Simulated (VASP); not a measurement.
A run of VASP 6.6.1:

File INCAR:

```
SYSTEM = HgTe
PREC = Accurate
ENCUT = 520
EDIFF = 1E-6
ISMEAR = -1
SIGMA = 0.05
LREAL = .False.
LASPH = .True.
NELM = 60
ALGO = Normal
ISIF = 2
LWAVE = .False.
LCHARG = .True.
GGA = PS
LELF = .True.
LVHAR = .True.
NBANDS = 16
```

Contents of KPOINTS:

```
regular mesh
0
Gamma
  9 9 9
  0 0 0
```

Contents of POSCAR:

```
HgTe
1.0
    0.0000000000      3.2127189830      3.2127189830
    3.2127189830      0.0000000000      3.2127189830
    3.2127189830      3.2127189830      0.0000000000
Hg Te
1 1
Direct
    0.0000000000      0.0000000000      0.0000000000
    0.7500000000      0.7500000000      0.7500000000
```

Potentials or basis: VASP PAW PBE potentials, release 64 (Hg, Te).

Run with:

```console
$ cat potpaw_PBE.64/Hg/POTCAR potpaw_PBE.64/Te/POTCAR > POTCAR
$ mpirun -np 1 vasp_std > vasp.out
```

Hardware: 1 thread of Intel(R) Xeon(R) 6975P-C (Granite Rapids) (shared host).

Task: How long does it take, and how much memory?

Result: Run time: 14 s on 1 thread of Intel(R) Xeon(R) 6975P-C (Granite Rapids), with other jobs on the host, peak memory 0.22 GiB. Counts: scf iterations 13, k points 35.
